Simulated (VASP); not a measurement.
# CoRu3: single point with PBE

CoRu3:

```
CELL_PARAMETERS angstrom
3.73316 0.00000 0.00000
0.00000 3.73316 0.00000
0.00000 0.00000 3.73316
ATOMIC_POSITIONS crystal
Co 0.00000 0.00000 0.00000
Ru 0.00000 0.50000 0.50000
Ru 0.50000 0.00000 0.50000
Ru 0.50000 0.50000 0.00000
```

```json
{"Program": "VASP 6.6.1", "Task": "single point", "Functional": "PBE", "Potentials or basis": "VASP PAW PBE potentials, release 64 (Co, Ru_pv)", "Cutoff": "520 eV", "k mesh": "12 × 12 × 12", "Occupations": "gaussian, width 0.1 eV", "Spin": "no spin polarisation", "Dipole correction": "no", "Further INCAR settings": "ALGO = Fast; EDIFF = 1e-06; NBANDS = 34"}
```

```
Pressure : -0.2 GPa
```

Levels at points of the mesh, in eV from the Fermi level:
```csv
k point,band 23,band 24,band 25,band 26,band 27,band 28
"(0.00, 0.00, 0.00)",0.97,0.97,1.05,1.05,1.91,2.45
"(0.50, 0.00, 0.00)",-0.91,-0.76,-0.65,-0.65,-0.30,-0.04
"(0.50, 0.50, 0.00)",-1.26,-1.19,-1.19,-0.66,-0.66,-0.25
"(0.50, 0.50, 0.50)",0.57,0.57,0.75,0.75,0.75,0.98
```

Wall time 2.4 min on 1 thread of Intel(R) Xeon(R) Platinum 8259CL CPU @ 2.50GHz (Skylake/Cascade Lake), on a shared host, peak memory 0.24 GiB.

Spin polarisation is off, so any magnetic state and its effect on volume and gap are missing.
